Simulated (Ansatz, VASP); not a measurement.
**TiAu: VASP beside Ansatz**

Contents of INCAR:

```
PREC = Accurate ; ENCUT = 500
EDIFF = 1E-7 ; ISMEAR = 0
SIGMA = 0.1 ; LREAL = False
LASPH = True ; NELM = 120
ALGO = Normal ; ISIF = 3
LWAVE = False ; LCHARG = False
GGA = CA ; IBRION = 2
NSW = 100 ; EDIFFG = -0.005
GGA_COMPAT = False ; NELMIN = 4
```

KPOINTS

```
regular mesh
0
Gamma
  14 14 14
```

The input POSCAR:

```
TiAu
1.0
    3.1885870431      0.0000000000      0.0000000000
    0.0000000000      3.1885870431      0.0000000000
    0.0000000000      0.0000000000      3.1885870431
Ti Au
1 1
Direct
    0.5000000000      0.5000000000      0.5000000000
    0.0000000000      0.0000000000      0.0000000000
```

Input for Ansatz:

```yaml
crystal:
  lattice:
    - [3.188587044, 0.0, 0.0]
    - [0.0, 3.188587044, 0.0]
    - [0.0, 0.0, 3.188587044]
  atoms:
    - { symbol: Ti, position: [0.5, 0.5, 0.5] }
    - { symbol: Au, position: [0.0, 0.0, 0.0] }
basis:
  ecutwfc: 420
kpoints:
  mp_grid: { grid: [14, 14, 14] }
hamiltonian:
  xc: lda
scf:
  occupations: { method: gaussian, width: 0.1 }
output:
  forces: true
  stress: true
  eigenvalues: true
relax:
  adjacent_minimum: "off"
  f_tol: 0.005
  max_steps: 80
  cell: { stress_tol: 0.05 }
```

Alike in both runs: task relaxation of cell and atoms; functional LDA; k mesh 14 × 14 × 14; occupations gaussian, width 0.1 eV; no spin polarisation.

|  | VASP | Ansatz |
| --- | --- | --- |
| version | VASP 6.6.1 | Ansatz 0.2.0 |
| potentials or method | VASP PAW LDA potentials, release 64 (Ti_sv, Au), cutoff 500 eV | scalar-relativistic, plane waves, PAW |
| valence electrons in the cell | 23 | 31 |

VASP gave:

- gap on the k mesh at the Fermi level, each at its own relaxed structure (eV): none
- relaxed volume (Å³/atom): 16.24
- relaxed cell length with the largest relative difference (Å): 3.191

Question: Which values does Ansatz return?

Answer: gap on the k mesh at the Fermi level, each at its own relaxed structure (eV): none; relaxed volume (Å³/atom): 16.21; relaxed cell length with the largest relative difference (Å): 3.189.

LDA's correlation is that of Perdew and Zunger in VASP and of Perdew and Wang (1992) in Ansatz. A gap of «none» marks a metal or a gap that the smearing closes. VASP's potentials hold 23 valence electrons a cell and Ansatz's 31, so a difference there can come from the potentials and not from the codes.

Neither program's run includes spin-orbit coupling.
